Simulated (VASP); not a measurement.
Write the native input for VASP 6.6.1 that does the following.

| Property | Result |
| --- | --- |
| Task | relaxation of cell and atoms |
| Functional | PBE |
| Potentials or basis | VASP PAW PBE potentials, release 64 (Mg, Be) |
| Cutoff | 600 eV |
| k mesh | 12 × 12 × 12 |
| Occupations | gaussian, width 0.1 eV |
| Spin | no spin polarisation |
| Dipole correction | no |
| Further INCAR settings | ALGO = Normal; EDIFF = 1e-06; IBRION = 2; EDIFFG = -0.01; NSW = 100; ISIF = 3 |

The structure of Mg3Be lies in POSCAR:

```
Mg3Be
1.0
    4.2213558280      0.0000000000      0.0000000000
    0.0000000000      4.2213558280      0.0000000000
    0.0000000000      0.0000000000      4.2213558280
Mg Be
3 1
Direct
    0.0000000000      0.5000000000      0.5000000000
    0.5000000000      0.0000000000      0.5000000000
    0.5000000000      0.5000000000      0.0000000000
    0.0000000000      0.0000000000      0.0000000000
```

One way to write it, as run:

INCAR

```
SYSTEM = Mg3Be
  PREC = Accurate
  ENCUT = 600
  EDIFF = 1E-6
  ISMEAR = 0
  SIGMA = 0.1
  LREAL = .FALSE.
  LASPH = .TRUE.
  NELM = 60
  ALGO = Normal
  ISIF = 3
  LWAVE = .FALSE.
  LCHARG = .FALSE.
  GGA = PE
  IBRION = 2
  NSW = 100
  EDIFFG = -0.01
```

KPOINTS

```
regular mesh
0
G
  12 12 12
  0 0 0
```

Potentials or basis: VASP PAW PBE potentials, release 64 (Mg, Be).

The run is started by

```sh
$ cat potpaw_PBE.64/Mg/POTCAR potpaw_PBE.64/Be/POTCAR > POTCAR
$ mpirun -np 1 vasp_std > vasp.out
```

It gave:

```json
{
  "Pressure after relaxing": "0.0 GPa"
}
```

Caveat: the relaxation stopped at its first step, so nothing moved; the highest band is partly filled, so the run has too few bands.

Wall time 70 s on 1 thread of Intel Xeon 8259CL (shared host), peak memory 0.25 GiB.
